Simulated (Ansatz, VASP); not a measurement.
One calculation of VSi2, two programs

```xyz
6
Lattice="3.6175 0.0000 0.0000 0.0000 3.6175 0.0000 0.0000 0.0000 5.5196" Properties=species:S:1:pos:R:3 pbc="T T T"
V     0.0000    1.8088    3.8637
V     1.8088    0.0000    1.6559
Si    0.0000    0.0000    0.0000
Si    1.8088    1.8088    0.0000
Si    0.0000    1.8088    1.4903
Si    1.8088    0.0000    4.0293
```

Alike in both runs: task relaxation of cell and atoms; functional PBE; k mesh 6 × 6 × 4; occupations gaussian, width 0.1 eV; no spin polarisation.

|  | VASP | Ansatz |
| --- | --- | --- |
| version | VASP 6.6.1 | Ansatz 0.2.0 |
| potentials or method | VASP PAW PBE potentials, release 64 (V_sv, Si), cutoff 600 eV | scalar-relativistic, plane waves, PAW |
| valence electrons in the cell | 42 | 42 |

```tsv
	VASP	Ansatz	Ansatz less VASP
gap on the k mesh at the Fermi level, each at its own relaxed structure (eV)	none	none	-
relaxed volume (Å³/atom)	13.88	13.89	+0.014
relaxed cell length with the largest relative difference (Å)	7.579	7.592	+0.0130
```

A gap of «none» marks a metal or a gap that the smearing closes.

Noted on VASP's run: the volume moved by over 15 % at a fixed basis, so the end points are rough.
